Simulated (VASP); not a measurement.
# Be12Si in VASP: notebook

Be12Si is run at these levels: PBE; tasks: single point.

Program: VASP 6.6.1. These are calculated values, not measurements. Logs are shortened: lines on timing, memory, paths and dates and some standing lists are left out, and cuts for length are marked.

## (1) The cell of the first run

The cell holds a slab with vacuum, 13 atoms: a = 4.580 Å, b = 4.580 Å, c = 16.588 Å, α = 90.00°, β = 90.00°, γ = 60.00°.

## (2) Single point, PBE

INCAR reads:

```
  PREC = Accurate
  ENCUT = 520
  EDIFF = 1E-6
  ISMEAR = 0
  SIGMA = 0.15
  LREAL = F
  LASPH = T
  NELM = 100
  ALGO = Normal
  ISIF = 2
  LWAVE = F
  LCHARG = F
  GGA = PE
  NBANDS = 26
```

KPOINTS reads:

```
Automatic mesh
0
Gamma
  6 6 1
```

POSCAR reads:

```
Be12Si
1.0
    4.5800000000      0.0000000000      0.0000000000
    2.2900000000      3.9663960000      0.0000000000
    0.0000000000      0.0000000000     16.5884300000
Be Si
12 1
Direct
    0.0000000000      0.0000000000      0.0602829804
    0.5000000000      0.0000000000      0.0602829804
    0.0000000000      0.5000000000      0.0602829804
    0.5000000000      0.5000000000      0.0602829804
   -0.1763865852      0.3340120351      0.1695589637
    0.3394313054      0.3315513630      0.1692378965
   -0.1682034281      0.8342308736      0.1657138741
    0.3362746493      0.8317240639      0.1717964871
   -0.0064817294      0.0027992666      0.2766761532
    0.5071466318     -0.0036068007      0.2837452972
   -0.0053320857      0.4952964858      0.2697583798
    0.4834740198      0.5105703011      0.2882871978
    0.9506807771      0.7289393192      0.3880594487
```

Potentials or basis: VASP PAW PBE potentials, release 64 (Be, Si).

Started as:

```console
> cat potpaw_PBE.64/Be/POTCAR potpaw_PBE.64/Si/POTCAR > POTCAR
> mpirun -np 1 vasp_std > vasp.out
```

OUTCAR:

```text
PREC = Accurate
   ENCUT = 520
   EDIFF = 1E-6
   ISMEAR = 0
   LREAL = F
   LASPH = T
   NELM = 100
   ISIF = 2
   GGA = PE

 ion  position               nearest neighbor table
   1  0.000  0.000  0.060-   7 2.19   5 2.25   8 2.28   3 2.29   3 2.29   4 2.29   4 2.29   2 2.29
                             2 2.29
   2  0.500  0.000  0.060-   7 2.19   6 2.24   8 2.27   4 2.29   3 2.29   4 2.29   3 2.29   1 2.29
                             1 2.29
   3  0.000  0.500  0.060-   7 2.19   6 2.25   5 2.27   1 2.29   1 2.29   2 2.29   2 2.29   4 2.29
                             4 2.29
   4  0.500  0.500  0.060-   5 2.22   6 2.23   8 2.27   2 2.29   1 2.29   2 2.29   1 2.29   3 2.29
                             3 2.29
   5  0.824  0.334  0.170-  11 2.12   9 2.21   4 2.22   6 2.22   1 2.25   8 2.26   3 2.27   7 2.27
                             7 2.31   8 2.32   6 2.36  12 2.39
   6  0.339  0.332  0.169-  11 2.16   5 2.22   4 2.23   2 2.24   3 2.25   7 2.27   8 2.28   8 2.30
                             7 2.31  10 2.32  12 2.36   5 2.36
   7  0.832  0.834  0.166-  11 2.19   2 2.19   1 2.19   3 2.19   9 2.26   6 2.27   5 2.27   8 2.28
                             8 2.31   5 2.31   6 2.31  10 2.34
   8  0.336  0.832  0.172-   9 2.21   5 2.26   4 2.27   2 2.27   7 2.28   1 2.28   6 2.28  10 2.28
                             6 2.30   7 2.31  12 2.32   5 2.32
   9  0.994  0.003  0.277-   8 2.21   5 2.21  10 2.25  12 2.26   7 2.26  11 2.26  13 2.30  11 2.32
                            12 2.34  10 2.34
  10  0.507  0.996  0.284-   9 2.25  11 2.28  12 2.28   8 2.28  12 2.30   6 2.32  11 2.33   9 2.34
                             7 2.34  13 2.48
  11  0.995  0.495  0.270-   5 2.12   6 2.16   7 2.19  13 2.20   9 2.26  10 2.28  12 2.30   9 2.32
                            12 2.33  10 2.33
  12  0.483  0.511  0.288-   9 2.26  10 2.28  11 2.30  10 2.30   8 2.32  11 2.33   9 2.34   6 2.36
                             5 2.39  13 2.69
  13  0.951  0.729  0.388-  11 2.20   9 2.30  10 2.48  12 2.69

  LATTYP: Found a hexagonal cell.
 ALAT       =     4.5799996975
 C/A-ratio  =     3.6219281868

  Lattice vectors:

 A1 = (  -2.2900000000,  -3.9663960000,   0.0000000000)
 A2 = (   4.5800000000,   0.0000000000,   0.0000000000)
 A3 = (   0.0000000000,   0.0000000000,  16.5884300000)

Analysis of symmetry for initial positions (statically):
=====================================================================
 Subroutine PRICEL returns:
 Original cell was already a primitive cell.

 Routine SETGRP: Setting up the symmetry group for a
 hexagonal supercell.

 Subroutine GETGRP returns: Found  1 space group operations
 (whereof  1 operations were pure point group operations)
 out of a pool of 24 trial point group operations.

The static configuration has the point symmetry C_1 .

Analysis of symmetry for dynamics (positions and initial velocities):
=====================================================================
 Subroutine PRICEL returns:
 Original cell was already a primitive cell.

 Routine SETGRP: Setting up the symmetry group for a
 hexagonal supercell.

 Subroutine GETGRP returns: Found  1 space group operations
 (whereof  1 operations were pure point group operations)
 out of a pool of 24 trial point group operations.

The dynamic configuration has the point symmetry C_1 .

 Subroutine INISYM returns: Found  1 space group operations
 (whereof  1 operations are pure point group operations),
 and found     1 'primitive' translations

----------------------------------------------------------------------------------------

                                     Primitive cell

  volume of cell :     301.3470

  direct lattice vectors                    reciprocal lattice vectors
     4.580000000  0.000000000  0.000000000     0.218340611 -0.126059022  0.000000000
     2.290000000  3.966396000  0.000000000     0.000000000  0.252118044  0.000000000
     0.000000000  0.000000000 16.588430000     0.000000000  0.000000000  0.060282980

  length of vectors
     4.580000000  4.579999697 16.588430000     0.252118027  0.252118044  0.060282980

  position of ions in fractional coordinates (direct lattice)
     0.000000000  0.000000000  0.060282980
     0.500000000  0.000000000  0.060282980
[... 39 lines left out ...]
     0.036390102 -0.021009837  0.000000000     0.166666667  0.000000000  0.000000000
     0.000000000  0.042019674  0.000000000     0.000000000  0.166666667  0.000000000
     0.000000000  0.000000000  0.060282980     0.000000000  0.000000000  1.000000000

  Length of vectors
     0.042019671  0.042019674  0.060282980

  Shift w.r.t. Gamma in fractional coordinates (k-lattice)
     0.000000000  0.000000000  0.000000000

 Subroutine IBZKPT returns following result:
 ===========================================

 Found     20 irreducible k-points:

 Following reciprocal coordinates:
            Coordinates               Weight
  0.000000  0.000000  0.000000      1.000000
  0.166667 -0.000000  0.000000      2.000000
  0.166667  0.166667  0.000000      2.000000
  0.000000  0.166667  0.000000      2.000000
  0.333333  0.000000  0.000000      2.000000
  0.333333  0.333333  0.000000      2.000000
[... 12 lines left out ...]
  0.500000 -0.333333  0.000000      2.000000
 -0.333333  0.333333  0.000000      2.000000
   k-points           NKPTS =     20   k-points in BZ     NKDIM =     20   number of bands    NBANDS=     26
   number of dos      NEDOS =    301   number of ions     NIONS =     13
   total plane-waves  NPLWV = 163296
   dimension x,y,z NGX =    36 NGY =   36 NGZ =  126
   dimension x,y,z NGXF=    72 NGYF=   72 NGZF=  252
   ions per type =              12   1
   NGX,Y,Z   is equivalent  to a cutoff of  13.07, 13.07, 12.63 a.u.
   NGXF,Y,Z  is equivalent  to a cutoff of  26.13, 26.13, 25.25 a.u.
 SYSTEM =  unknown system
   PREC   = accura    normal or accurate (medium, high low for compatibility)
   ISTART =      0    job   : 0-new  1-cont  2-samecut
   ICHARG =      2    charge: 1-file 2-atom 10-const
   ISPIN  =      1    spin polarized calculation?
   LNONCOLLINEAR =      F non collinear calculations
   LSORBIT =      F    spin-orbit coupling
   LASPH  =      T    aspherical Exc in radial PAW
   ENCUT  =  520.0 eV  38.22 Ry    6.18 a.u.   8.52  8.52 30.84*2*pi/ulx,y,z
   NELM   =    100;   NELMIN=  2; NELMDL= -5     # of ELM steps
   EDIFF  = 0.1E-05   stopping-criterion for ELM
   LREAL  =      F    real-space projection
   EDIFFG = 0.1E-04   stopping-criterion for IOM
   NSW    =      0    number of steps for IOM
   IBRION =     -1    ionic relax: 0-MD 1-quasi-New 2-CG
   NFREE  =      0    steps in history (QN), initial steepest desc. (CG)
   ISIF   =      2    stress and relaxation
   ISYM   =      2    0-nonsym 1-usesym 2-fastsym
   POTIM  = 0.5000    time-step for ionic-motion
   TEBEG  =    0.0;   TEEND  =   0.0 temperature during run
   PSTRESS=    0.0 pullay stress
   NELECT =      28.0000    total number of electrons
   NUPDOWN=      -1.0000    fix difference up-down
   EMIN   =  10.00;   EMAX   =-10.00  energy-range for DOS
   EFERMI =   0.00;   METHOD = LEGACY
   ISMEAR =     0;   SIGMA  =   0.15  broadening in eV -4-tet -1-fermi 0-gaus
   EFERMI_NEDOS =   21; number of points for ismear=-14 and -15
   IALGO  =     38    algorithm
   IMIX   =      4    mixing-type and parameters
     AMIX     =   0.40;   BMIX     =  1.00
     AMIX_MAG =   1.60;   BMIX_MAG =  1.00
  volume/ion in A,a.u.               =      23.18       156.43
  Fermi-wavevector in a.u.,A,eV,Ry     =   0.741490  1.401213  7.480582  0.549807
  Thomas-Fermi vector in A             =   1.836143
   LORBIT       =      0    0 simple, 1 ext, 2 COOP (PROOUT), +10 PAW based schemes
   GGA     = PE    functional components
   LHFCALC =     F    Hartree Fock is set to
   AEXX    =    0.0000 exact exchange contribution
   IVDW    =     0    specifies the selected vdW correction
   LEPSILON=     F    determine dielectric tensor
   LRPA    =     F    only Hartree local field effects (RPA)
 non-spin polarized calculation
 Gauss-broadening in eV      SIGMA  =   0.15
  energy-cutoff  :      520.00
  volume of cell :      301.35
 maximum number of plane-waves:      8143
 NGX is ok and might be reduce to    36
   NGX = 17   NGY = 17   NGZ = 61

 number of electron      28.0000000 magnetization

 Free energy of the ion-electron system (eV)
  ---------------------------------------------------
  ext. energy  EPLUGINS =         0.00000000
  ---------------------------------------------------
  free energy    TOTEN  =       -45.88749040 eV

  energy without entropy =      -45.85530237  energy(sigma->0) =      -45.87139639

 E-fermi :  -0.5593     XC(G=0):  -5.3096

 val. band max:       -0.6059816267   @ k =  -0.3333   0.3333   0.0000
 cond. band min:      -0.4951056201   @ k =   0.1667  -0.0000   0.0000
 fundamental gap:      0.1108760066
 Fermi energy:        -0.5592986878

 k-point     1 :       0.0000    0.0000    0.0000
  band No.  band energies     occupation
      1     -10.5588      2.00000
      2      -9.1522      2.00000
      3      -7.2110      2.00000
      4      -4.2742      2.00000
      5      -4.2068      2.00000
      6      -4.1876      2.00000
[... 569 lines left out ...]
     25       5.7076      0.00000
     26       6.2456      0.00000

------------------------ aborting loop because EDIFF is reached ----------------------------------------

  FORCE on cell =-STRESS in cart. coord.  units (eV):
  Direction    XX          YY          ZZ          XY          YZ          ZX
  --------------------------------------------------------------------------------------
  -------------------------------------------------------------------------------------
  Total       -9.2741775     -7.7993265      0.0385700      1.0180166      0.0107469      0.3373759
  in kB      -49.3082006    -41.4668315      0.2050658      5.4125087      0.0571383      1.7937329
  external PRESSURE =     -30.1899888 kB  Pullay stress =       0.0000000 kB

 VOLUME and BASIS-vectors are now :
 -----------------------------------------------------------------------------
  energy-cutoff  :      520.00
  volume of cell :      301.35
      direct lattice vectors                 reciprocal lattice vectors
     4.580000000  0.000000000  0.000000000     0.218340611 -0.126059022  0.000000000
     2.290000000  3.966396000  0.000000000     0.000000000  0.252118044  0.000000000
     0.000000000  0.000000000 16.588430000     0.000000000  0.000000000  0.060282980

 POSITION                                       TOTAL-FORCE (eV/Angst)
 -----------------------------------------------------------------------------------
      0.00000      0.00000      1.00000         0.213441      0.180651     -0.054100
      2.29000      0.00000      1.00000        -0.242953      0.091623      0.031576
      1.14500      1.98320      1.00000        -0.095434     -0.272005     -0.189403
      3.43500      1.98320      1.00000         0.075639     -0.004909      0.187315
      4.53704      1.32482      2.81272        -0.000260      0.005259      0.012625
      2.31385      1.31506      2.80739        -0.009955     -0.003512      0.009700
      5.72002      3.30889      2.74893        -0.001260     -0.002299      0.002340
      3.44479      3.29895      2.84983        -0.003399      0.003157     -0.004951
      4.55672      0.01110      4.58962        -0.005022      0.002913     -0.002210
      4.60447      3.95209      4.70689        -0.005459     -0.002527      0.007026
      5.68981      1.96454      4.47487        -0.001934      0.000603      0.018457
      3.38352      2.02512      4.78223         0.004283      0.001913     -0.016818
      6.02339      2.89126      6.43730         0.072312     -0.000868     -0.001557
 -----------------------------------------------------------------------------------
    total drift:                                0.000002      0.000000     -0.000048

  FREE ENERGIE OF THE ION-ELECTRON SYSTEM (eV)
  ---------------------------------------------------
  free  energy   TOTEN  =       -45.8874904029 eV

  energy  without entropy=      -45.8553023718  energy(sigma->0) =      -45.87139639
```

Wall time 5 min (1 thread of AMD EPYC 7R43 (Zen 3), shared host); peak memory 0.4 GiB.

Results:

```yaml
Free_energy: -45.8875 eV
Largest_force: 0.345 eV/Å
Band_gap_on_the_k_mesh: zero (bands 14 and 15 overlap by 0.08 eV)
```

Forces on the atoms (eV/Å):
```
Be   0.213  0.181 -0.054
Be  -0.243  0.092  0.032
Be  -0.095 -0.272 -0.189
Be   0.076 -0.005  0.187
Be   0.000  0.005  0.013
Be  -0.010 -0.004  0.010
Be  -0.001 -0.002  0.002
Be  -0.003  0.003 -0.005
Be  -0.005  0.003 -0.002
Be  -0.005 -0.003  0.007
Be  -0.002  0.001  0.018
Be   0.004  0.002 -0.017
Si   0.072 -0.001 -0.002
```

Caveat: there is no dipole correction, which matters where the two faces differ.

## (3) Single point, PBE

INCAR reads:

```
SYSTEM = Be12Si
PREC = Accurate ; ENCUT = 520
EDIFF = 1E-6 ; ISMEAR = 0
SIGMA = 0.15 ; LREAL = .False.
LASPH = .True. ; NELM = 60
ALGO = Normal ; ISIF = 2
LWAVE = .False. ; LCHARG = .False.
GGA = PE ; NBANDS = 26
```

KPOINTS reads:

```
Automatic mesh
0
Gamma
  6 6 1
  0 0 0
```

POSCAR reads:

```
Be12Si
1.0
    4.5800000000      0.0000000000      0.0000000000
    2.2900000000      3.9663960000      0.0000000000
    0.0000000000      0.0000000000     16.5884300000
Be Si
12 1
Direct
    0.0000000000      0.0000000000      0.0602829804
    0.5000000000      0.0000000000      0.0602829804
    0.0000000000      0.5000000000      0.0602829804
    0.5000000000      0.5000000000      0.0602829804
   -0.1728575739      0.3328618726      0.1691502451
    0.3428038462      0.3340896875      0.1695040459
   -0.1662021504      0.8344318116      0.1654321717
    0.3325951644      0.8325651297      0.1719073475
   -0.0029938735     -0.0035301568      0.2814700969
    0.5050997422      0.0001293366      0.2776675671
    0.0083763429      0.4949180566      0.2689018189
    0.5042189128      0.5087805151      0.2876365636
    0.8465287225      0.7259582755      0.3875603056
```

Potentials or basis: VASP PAW PBE potentials, release 64 (Be, Si).

Started as:

```console
> cat potpaw_PBE.64/Be/POTCAR potpaw_PBE.64/Si/POTCAR > POTCAR
> mpirun -np 1 vasp_std > vasp.out
```

Run time: 5.8 min. Hardware: 1 thread of AMD EPYC 7R43 (Zen 3), shared host; peak memory 0.4 GiB.

The run converged. Its results:

```yaml
Free_energy: -45.8780 eV
Largest_force: 0.350 eV/Å
Band_gap_on_the_k_mesh: zero (bands 14 and 15 overlap by 0.04 eV)
```

Forces in eV/Å, atoms in the order of the input:
```
Be   0.247  0.106  0.004
Be  -0.220  0.167 -0.039
Be   0.068 -0.274 -0.206
Be  -0.051  0.008  0.194
Be   0.019 -0.019 -0.025
Be  -0.004 -0.014 -0.026
Be  -0.002  0.002  0.003
Be   0.006 -0.018 -0.018
Be  -0.003 -0.008  0.036
Be   0.015  0.017 -0.011
Be  -0.001 -0.032 -0.006
Be  -0.015  0.054  0.033
Si  -0.061  0.011  0.062
```

Levels at points of the mesh, in eV from the Fermi level:
```
           k point  band 11  band 12  band 13  band 14  band 15  band 16  band 17  band 18
(0.00, 0.00, 0.00)    -1.95    -1.86    -1.81    -1.39    -0.10     0.61     2.03     2.62
(0.50, 0.00, 0.00)    -1.79    -0.70    -0.58    -0.17     0.30     1.64     2.56     2.96
(0.50, 0.50, 0.00)    -1.81    -0.71    -0.59    -0.16     0.34     1.60     2.63     2.98
(0.00, 0.50, 0.00)    -1.78    -0.66    -0.55    -0.23     0.30     1.64     2.50     2.95
```

Caveat: there is no dipole correction, which matters where the two faces differ.

The gap in the log of VASP goes by the Fermi energy; the results here count the filled bands.